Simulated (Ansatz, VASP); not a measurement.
## Mg3Sn2N2: VASP beside Ansatz

```xyz
7
Lattice="4.7407 0.0000 0.0000 -2.3703 4.1055 0.0000 0.0000 0.0000 8.5929" Properties=species:S:1:pos:R:3 pbc="T T T"
Mg    0.0000    0.0000    2.9992
Mg    0.0000    0.0000    5.5937
Mg    0.0000    0.0000    0.0000
Sn    0.0000    2.7370    0.0000
Sn    2.3703    1.3685    0.0000
N     0.0000    2.7370    4.2965
N     2.3703    1.3685    4.2965
```

Alike in both runs: functional PBE; k mesh 4 × 4 × 2; occupations gaussian, width 0.2 eV; no spin polarisation.

Ansatz relaxed the structure, and its values are those at the end. VASP's run is a single point on that final structure, the one shown.

|  | VASP | Ansatz |
| --- | --- | --- |
| version | VASP 6.6.1 | Ansatz 0.2.0 |
| potentials or method | VASP PAW PBE potentials, release 64 (Mg, Sn_d, N), cutoff 520 eV | scalar-relativistic, plane waves, PAW |
| valence electrons in the cell | 44 | 68 |

```csv
,VASP,Ansatz,Ansatz less VASP
gap on the k mesh at the Fermi level (eV),none,none,-
pressure (GPa),0.3,0.4,+0.08
```

A gap of «none» marks a metal or a gap that the smearing closes. VASP's potentials hold 44 valence electrons a cell and Ansatz's 68, so a difference there can come from the potentials and not from the codes.

The k mesh is coarse, so the values compare programs but aren't converged.
